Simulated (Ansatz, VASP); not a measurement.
**One calculation of HgTe, two programs**

```xyz
2
Lattice="-3.0857 3.0857 1.5799 3.0857 -3.0857 1.5799 3.0857 3.0857 -1.5799" Properties=species:S:1:pos:R:3 pbc="T T T"
Hg    0.0000    3.0857    0.7900
Te    0.0000    0.0000    0.0000
```

Alike in both runs: task single point; functional r2SCAN; k mesh 10 × 10 × 10; occupations fermi-dirac, width 0.05 eV; no spin polarisation.

|  | VASP | Ansatz |
| --- | --- | --- |
| version | VASP 6.6.1 | Ansatz 0.2.0 |
| potentials or method | VASP PAW PBE potentials, release 64 (Hg, Te) | Ansatz PAW |
| plane-wave cutoff (eV) | 520 | 500 |
| valence electrons in the cell | 18 | 36 |

|  | VASP | Ansatz | Ansatz less VASP |
| --- | --- | --- | --- |
| gap on the k mesh at the Fermi level (eV) | none | none | - |
| pressure (GPa) | -2.5 | -2.5 | -0.08 |
| traceless stress, the component that is largest in VASP (GPa) | 2.66 | 2.66 | +0.005 |

VASP's potentials were made for PBE, not for r2SCAN. A gap of «none» marks a metal or a gap that the smearing closes. With one functional, cell and mesh, what is left measures potentials, basis and numerics. VASP's potentials hold 18 valence electrons a cell and Ansatz's 36, so a difference there can come from the potentials and not from the codes.

Spin-orbit coupling is off throughout.
